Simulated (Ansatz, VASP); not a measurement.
**TaN: VASP beside Ansatz**

Contents of INCAR:

```
PREC = Accurate
ENCUT = 520
EDIFF = 1E-8
ISMEAR = -1
SIGMA = 0.03
LREAL = F
LASPH = T
NELM = 120
ALGO = Normal
ISIF = 2
LWAVE = F
LCHARG = F
GGA = PE
LEFG = T
NBANDS = 24
GGA_COMPAT = F
```

The input KPOINTS:

```
Automatic mesh
0
Gamma
  7 7 4
```

The input POSCAR:

```
TaN
1.0
    3.0500000000      0.0000000000      0.0000000000
   -1.5250000000      2.6413774815      0.0000000000
    0.0000000000      0.0000000000      4.9400000000
Ta N
2 2
Direct
    0.3333333333      0.6666666667      0.0000000000
    0.6666666667      0.3333333333      0.5000000000
    0.3333333333      0.6666666667      0.3850000000
    0.6666666667      0.3333333333      0.8850000000
```

Input for Ansatz:

```yaml
crystal:
  lattice:
    - [3.05, 0.0, 0.0]
    - [-1.525, 2.6413774815, 0.0]
    - [0.0, 0.0, 4.94]
  atoms:
    - { symbol: Ta, position: [0.3333333333, 0.6666666667, 0.0] }
    - { symbol: Ta, position: [0.6666666667, 0.3333333333, 0.5] }
    - { symbol: "N", position: [0.3333333333, 0.6666666667, 0.385] }
    - { symbol: "N", position: [0.6666666667, 0.3333333333, 0.885] }
kpoints:
  mp_grid: { grid: [7, 7, 4] }
scf:
  occupations: { method: fermi_dirac, width: 0.03 }
hamiltonian:
  xc: pbe
  pseudopotentials: { kind: all_electron, datasets: crystal }
output:
  forces: true
  stress: true
  eigenvalues: true
  efg: { contact_densities: true }
```

Change from the starting cell: shortest bond scaled by 1, crystal datasets.

Alike in both runs: task electric field gradients; functional PBE; k mesh 7 × 7 × 4; occupations fermi-dirac, width 0.03 eV; no spin polarisation.

|  | VASP | Ansatz |
| --- | --- | --- |
| version | VASP 6.6.1 | Ansatz 0.2.0 |
| potentials or method | VASP PAW PBE potentials, release 64 (Ta_pv, N), cutoff 520 eV | all-electron PAW with datasets made for the crystal, scalar-relativistic |

|  | VASP | Ansatz | Ansatz less VASP |
| --- | --- | --- | --- |
| pressure (GPa) | 140.0 | 134.6 | -5.38 |
| traceless stress, the component that is largest in VASP (GPa) | -19.11 | -18.43 | +0.682 |
| rms of the force components (eV/Å) | 1.145 | 1.116 | -0.0286 |
| size of Vzz on the site where it differs most (V/Å²) | 12.3 | 11.5 | -0.79 |

Atom by atom the forces differ by 0.029 eV/Å (rms over components). Both programs put the cell under a high pressure, so it lies far from rest at this level. Ansatz ran all-electron here, and VASP with PAW potentials.

Neither program's run includes spin-orbit coupling. Noted on VASP's run: the cell as given lies far from equilibrium.
